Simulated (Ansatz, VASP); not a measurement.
**NbAs in VASP and in Ansatz**

```
CELL_PARAMETERS angstrom
-1.72842 1.72842 5.88645
1.72842 -1.72842 5.88645
1.72842 1.72842 -5.88645
ATOMIC_POSITIONS crystal
Nb 0.99915 0.99915 0.00000
Nb 0.74915 0.24915 0.50000
As 0.41685 0.41685 0.00000
As 0.16685 0.66685 0.50000
```

Alike in both runs: task single point; functional r2SCAN; k mesh 11 × 11 × 11; occupations fermi-dirac, width 0.1 eV; no spin polarisation.

|  | VASP | Ansatz |
| --- | --- | --- |
| version | VASP 6.6.1 | Ansatz 0.2.0 |
| potentials or method | VASP PAW PBE potentials, release 64 (Nb_sv, As), cutoff 520 eV | PAW plane waves |
| valence electrons in the cell | 36 | 56 |

|  | VASP | Ansatz | Ansatz less VASP |
| --- | --- | --- | --- |
| pressure (GPa) | 0.0 | 0.0 | +0.01 |
| traceless stress, the component that is largest in VASP (GPa) | -0.10 | -0.06 | +0.032 |

VASP's potentials were made for PBE, not for r2SCAN. VASP's potentials hold 36 valence electrons a cell and Ansatz's 56, so a difference there can come from the potentials and not from the codes.
